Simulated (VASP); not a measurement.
MgTiS3:

```
Mg Ti S
1.0
     5.30658    0.00000    0.00000
     0.00000    5.30658    0.00000
     0.00000    0.00000    5.30658
Mg Ti S
1 1 3
Direct
  0.00000 0.00000 0.00000
  0.50000 0.50000 0.50000
  0.50000 0.50000 0.00000
  0.50000 0.00000 0.50000
  0.00000 0.50000 0.50000
```

* Program: VASP 6.6.1
* Task: relaxation of cell and atoms
* Functional: PBEsol
* Potentials or basis: VASP PAW PBE potentials, release 64 (Mg, Ti_sv, S)
* Cutoff: 600 eV
* k mesh: 4 × 4 × 4
* Occupations: fermi-dirac, width 0.03 eV
* Spin: no spin polarisation

At the start: pressure -14.1 GPa; volume 29.89 Å³/atom.

Q: Where does the relaxation end?

A: Over 3 steps the energy falls by 614.4 meV/atom and the volume is 20.07 Å³/atom (-32.9 %); space group Pm-3m (No. 221, to 0.05 Å).

Step by step:
| step | energy change (eV) | largest force (eV/Å) | pressure (GPa) | volume (Å³) |
| --- | --- | --- | --- | --- |
| 1 | 0.0000 | 0.0000 | -14.06 | 149.43 |
| 2 | -3.0702 | 0.0000 | 0.67 | 99.57 |
| 3 | -3.0719 | 0.0000 | 0.02 | 100.33 |

Final structure:
```
CELL_PARAMETERS angstrom
4.64671 0.00000 0.00000
0.00000 4.64671 0.00000
0.00000 0.00000 4.64671
ATOMIC_POSITIONS crystal
Mg 0.00000 0.00000 0.00000
Ti 0.50000 0.50000 0.50000
S 0.50000 0.50000 0.00000
S 0.50000 0.00000 0.50000
S 0.00000 0.50000 0.50000
```

Caveat: the volume moved by over 15 % at a fixed basis, so the end points are rough; the PAW data sets were made with another functional, which shifts forces and pressure a little.
